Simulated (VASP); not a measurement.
Crystal: Fe.

```
CELL_PARAMETERS angstrom
-1.44300 1.44300 1.44300
1.44300 -1.44300 1.44300
1.44300 1.44300 -1.44300
ATOMIC_POSITIONS crystal
Fe 0.00000 0.00000 0.00000
```

| Property | Result |
| --- | --- |
| Program | VASP 6.6.1 |
| Task | relaxation of cell and atoms |
| Functional | revPBE |
| Dispersion | D4 |
| Potentials or basis | VASP PAW PBE potentials, release 64 (Fe) |
| Cutoff | 600 eV |
| k mesh | 13 × 13 × 13 |
| Occupations | fermi-dirac, width 0.05 eV |
| Spin | collinear spin, ferromagnetic start |
| Starting moments | [3.0] μB |

At the start: pressure -12.0 GPa; volume 12.02 Å³/atom.

Problem. How do energy, volume and symmetry change on relaxing?

Solution. Over 3 steps the energy falls by 41.6 meV/atom and the volume is 11.06 Å³/atom (-8.0 %); space group Im-3m (No. 229, to 0.05 Å); moment 2.12 μB per cell.

Step by step:
```
step  energy change (eV)  largest force (eV/Å)  pressure (GPa)  volume (Å³)
   1              0.0000                0.0000          -12.04        12.02
   2             -0.0219                0.0000           12.09        10.51
   3             -0.0416                0.0000            0.09        11.06
```

Final structure:
```cif
data_structure
_symmetry_space_group_name_H-M 'P 1'
_symmetry_Int_Tables_number 1
_cell_length_a 2.4312
_cell_length_b 2.4312
_cell_length_c 2.4312
_cell_angle_alpha 109.471
_cell_angle_beta 109.471
_cell_angle_gamma 109.471
_cell_volume 11.06
loop_
_atom_site_label
_atom_site_type_symbol
_atom_site_fract_x
_atom_site_fract_y
_atom_site_fract_z
_atom_site_occupancy
Fe1 Fe 0.00000 0.00000 0.00000 1
```

Caveat: the PAW data sets were made with another functional, which shifts forces and pressure a little; pairwise dispersion overbinds metals, which lowers pressure and volume.
